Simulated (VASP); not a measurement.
A run of VASP 6.6.1 is set up as follows.

File POSCAR:

```
Au
1.0
   -1.6987007250      1.6987007250      1.5744055500
    1.6987007250     -1.6987007250      1.5744055500
    1.6987007250      1.6987007250     -1.5744055500
Au
1
Direct
    0.0000000000      0.0000000000      0.0000000000
```

Contents of INCAR.step1:

```
PREC = Accurate
ENCUT = 520
ISMEAR = 0
SIGMA = 0.15
LREAL = F
LASPH = T
NELM = 60
NBANDS = 12
GGA = PE
ALGO = Normal
EDIFF = 1E-4
LWAVE = T
LCHARG = F
```

INCAR.step2

```
PREC = Accurate
ENCUT = 520
EDIFF = 1E-7
ISMEAR = 0
SIGMA = 0.15
LREAL = F
LASPH = T
NELM = 60
ALGO = Normal
ISIF = 2
LWAVE = F
LCHARG = F
METAGGA = R2SCAN
LMIXTAU = T
NBANDS = 12
ISTART = 1
```

KPOINTS

```
regular mesh
0
Gamma
  20 20 20
```

Potentials or basis: VASP PAW PBE potentials, release 64 (Au).

Launch:

```bash
$ cat potpaw_PBE.64/Au/POTCAR > POTCAR
$ cp INCAR.step1 INCAR
$ mpirun -np 1 vasp_std > vasp.out
$ cp INCAR.step2 INCAR
$ mpirun -np 1 vasp_std > vasp.out
```

(1) Estimate the band gap on the k mesh.

(2) Estimate the pressure.

Answers

(1) zero (an odd number of electrons rules out a gap without spin polarisation).

(2) -4.2 GPa.

Caveat: the cell differs from its parent crystal (strain +0.025 along x and y, -0.050 along z); the cell stands under tension; the PAW data sets were made with another functional, which shifts forces and pressure a little; spin-orbit coupling is left out, which moves the levels of the heavy elements.
